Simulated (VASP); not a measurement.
The system is HfF5.

```xyz
6
Lattice="4.2880 0.0000 0.0000 -2.1440 3.7135 0.0000 0.0000 0.0000 4.6031" Properties=species:S:1:pos:R:3 pbc="T T T"
Hf    0.0000    0.0000    2.3015
F    -0.7113    1.2320    0.0000
F     1.4327    2.4815    0.0000
F     1.4226    0.0000    0.0000
F     2.1440    1.2378    2.3015
F     0.0000    2.4757    2.3015
```

```yaml
Program: VASP 6.6.1
Task: relaxation of cell and atoms
Functional: PBE
Potentials_or_basis: VASP PAW PBE potentials, release 64 (Hf_pv, F)
Cutoff: 600 eV
k_mesh: 6 × 6 × 4
Occupations: gaussian, width 0.1 eV
Spin: no spin polarisation
```

At the start: pressure -26.3 GPa; volume 12.22 Å³/atom.

Task: How do energy, volume and symmetry change on relaxing?

Result: Over 30 steps the energy falls by 427.2 meV/atom and the volume is 9.91 Å³/atom (-18.9 %); space group P-62m (No. 189, to 0.05 Å).

Step by step:
```tsv
step	energy change (eV)	largest force (eV/Å)	pressure (GPa)	volume (Å³)
1	0.0000	1.3797	-26.26	73.30
2	-2.2889	0.4591	4.59	54.01
3	-2.2917	0.5213	2.66	54.51
4	-2.4661	0.2934	3.37	54.44
5	-2.4763	0.2145	4.13	54.40
6	-2.4777	0.1742	4.51	54.37
7	-2.4983	0.1728	-2.16	56.57
8	-2.5016	0.1723	-0.45	55.96
9	-2.5045	0.0185	0.00	55.99
10	-2.5045	0.0328	0.03	55.99
11	-2.5061	0.0298	0.14	56.02
12	-2.5091	0.0304	0.54	56.08
13	-2.5096	0.0754	1.77	56.17
14	-2.5103	0.0658	1.64	56.24
15	-2.5123	0.0381	1.27	56.46
16	-2.5162	0.0150	0.60	56.89
17	-2.5261	0.1171	-0.47	57.74
18	-2.5507	0.3240	-1.82	59.38
19	-2.4357	0.7494	-1.69	62.40
20	-2.5527	0.3380	-1.88	59.59
21	-2.5538	0.3448	-1.86	59.74
22	-2.5541	0.3491	-1.83	59.83
23	-2.5539	0.3578	-1.77	60.02
24	-2.5542	0.3515	-1.82	59.88
25	-2.5556	0.3271	-1.63	59.83
26	-2.5591	0.2525	-1.04	59.69
27	-2.5627	0.0992	0.08	59.41
28	-2.5629	0.0507	0.43	59.32
29	-2.5631	0.0423	0.37	59.35
30	-2.5634	0.0203	0.20	59.43
```

Final structure:
```
CELL_PARAMETERS angstrom
4.41842 0.00000 0.00000
-2.20921 3.82646 0.00000
0.00000 0.00000 3.51525
ATOMIC_POSITIONS crystal
Hf 0.00000 0.00000 0.50000
F 0.00000 0.29024 0.00000
F 0.70976 0.70976 0.00000
F 0.29024 0.00000 0.00000
F 0.66667 0.33333 0.50000
F 0.33333 0.66667 0.50000
```

Caveat: the volume moved by over 15 % at a fixed basis, so the end points are rough; an odd number of electrons without spin polarisation forces a metal; a magnetic or distorted state may lie lower.
